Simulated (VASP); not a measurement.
A run of VASP 6.6.1 is set up as follows.

Contents of INCAR:

```
  PREC = Accurate
  ENCUT = 600
  EDIFF = 1E-7
  ISMEAR = -1
  SIGMA = 0.05
  LREAL = F
  LASPH = T
  NELM = 80
  ALGO = Normal
  ISIF = 3
  LWAVE = F
  LCHARG = F
  GGA = PS
  IBRION = 2
  NSW = 60
  EDIFFG = -0.005
  PSTRESS = 3200.0
```

The input KPOINTS:

```
regular mesh
0
Gamma
  18 18 17
```

POSCAR

```
In
1.0
    2.3919632474      0.0000000000      0.0000000000
   -1.1959816237      2.0715009372      0.0000000000
    0.0000000000      0.0000000000      2.2484454526
In
1
Direct
    0.0000000000      0.0000000000      0.0000000000
```

Potentials or basis: VASP PAW PBE potentials, release 64 (In_d).

Command:

```sh
$ cat potpaw_PBE.64/In_d/POTCAR > POTCAR
$ mpirun -np 1 vasp_std > vasp.out
```

Task: Estimate the relaxed volume.

Result: 11.30 Å³/atom.

Task: What does it give for the band gap on the k mesh?

Result: Zero (an odd number of electrons rules out a gap without spin polarisation).

Task: Estimate the space group after relaxing (to 0.1 Å).

Result: P6/mmm (No. 191).

Step by step:
```csv
step,energy change (eV),largest force (eV/Å),pressure (GPa),volume (Å³)
1,0.0000,0.0000,337.65,11.14
2,-2.9563,0.0000,182.56,13.19
3,-0.5224,0.0000,310.69,11.39
4,-0.4484,0.0000,314.52,11.35
5,0.3116,0.0000,353.14,11.02
6,-0.3571,0.0000,319.39,11.31
7,-0.3503,0.0000,319.75,11.30
8,-0.3523,0.0000,319.66,11.31
9,-0.3125,0.0000,321.72,11.29
10,-0.3472,0.0000,319.93,11.30
11,-0.3474,0.0000,319.91,11.30
12,-0.3387,0.0000,320.36,11.30
13,-0.3453,0.0000,320.02,11.30
```

Caveat: the cell is relaxed towards a set pressure, so the run minimises the enthalpy, not the energy; the PAW data sets were made with another functional, which shifts forces and pressure a little; spin-orbit coupling is left out, which moves the levels of the heavy elements.
